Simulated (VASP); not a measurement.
## H19NO8: single point with PBE+D3(BJ)

H19NO8:

```
CELL_PARAMETERS angstrom
6.06594 0.00000 0.00000
0.00000 6.06594 0.00000
0.00000 0.00000 6.06594
ATOMIC_POSITIONS crystal
O 0.21025 0.30465 0.50986
O 0.57745 0.42541 0.26733
O 0.74013 0.21431 0.82762
O 0.86929 0.62159 0.56362
O 0.08338 0.48220 0.99550
O 0.87537 0.07982 0.27441
O 0.48249 0.61593 0.84724
O 0.52747 0.94652 0.52807
H 0.27619 0.17508 0.58024
H 0.33036 0.35572 0.41096
H 0.55274 0.49823 0.12411
H 0.67773 0.29963 0.23882
H 0.66873 0.11656 0.71718
H 0.75467 0.12491 0.96060
H 0.99891 0.52592 0.55891
H 0.77251 0.56107 0.44824
H 0.02399 0.62415 0.04044
H 0.96742 0.41467 0.90452
H 0.96587 0.16921 0.37680
H 0.00268 0.02303 0.17771
H 0.33543 0.54513 0.85709
H 0.58467 0.50764 0.78346
H 0.66777 0.93772 0.44422
H 0.52272 0.81344 0.62200
H 0.29477 0.15052 0.03703
H 0.34593 0.95855 0.21865
H 0.32594 0.89250 0.95846
N 0.25811 0.99086 0.07740
```

```yaml
Program: VASP 6.6.1
Task: single point
Functional: PBE
Dispersion: D3(BJ)
Potentials_or_basis: VASP PAW PBE potentials, release 64 (O_h, H_h, N_h)
Cutoff: 1000 eV
k_mesh: 1 × 1 × 1
Occupations: fermi-dirac, width 0.05 eV
Spin: no spin polarisation
```

```
Pressure                   : 0.6 GPa
Largest force              : 0.277 eV/Å
Dispersion energy per atom : -0.044 eV
```

Forces on the atoms (eV/Å):
```
O    0.129 -0.180  0.128
O    0.001  0.008 -0.032
O   -0.053 -0.113  0.067
O    0.008  0.015 -0.009
O   -0.073  0.077 -0.025
O    0.152  0.027 -0.032
O    0.014  0.021 -0.038
O    0.150 -0.112  0.067
H   -0.062  0.188 -0.194
H   -0.043 -0.034  0.001
H    0.006  0.017  0.014
H   -0.033  0.031  0.036
H    0.007  0.035  0.019
H    0.023  0.087 -0.067
H    0.017 -0.009  0.006
H    0.005  0.026 -0.003
H    0.050 -0.074 -0.033
H    0.036 -0.028  0.005
H   -0.010 -0.032 -0.079
H   -0.159 -0.003  0.140
H   -0.018 -0.015 -0.002
H   -0.004 -0.002  0.031
H   -0.085  0.083 -0.005
H   -0.050  0.050 -0.015
H   -0.076 -0.066  0.025
H   -0.052 -0.002  0.006
H   -0.054  0.048  0.066
N    0.174 -0.043 -0.077
```

Stress tensor (GPa, compression positive):
```
 0.02 -0.41 -0.07
-0.41  0.85  0.28
-0.07  0.28  0.86
```

Levels at points of the mesh, in eV from the Fermi level:
```csv
k point,band 32,band 33,band 34,band 35,band 36,band 37,band 38,band 39,band 40,band 41
"(0.00, 0.00, 0.00)",-2.29,-2.21,-2.04,-1.60,-1.29,3.30,6.56,6.97,7.30,7.64
```

Run time: 52 s on 1 thread of Intel(R) Xeon(R) Platinum 8259CL CPU @ 2.50GHz (Skylake/Cascade Lake), on a shared host, peak memory 0.5 GiB.

Caveat: the k points lie up to 1.04 Å⁻¹ apart, too coarse for converged energies, forces and pressures.
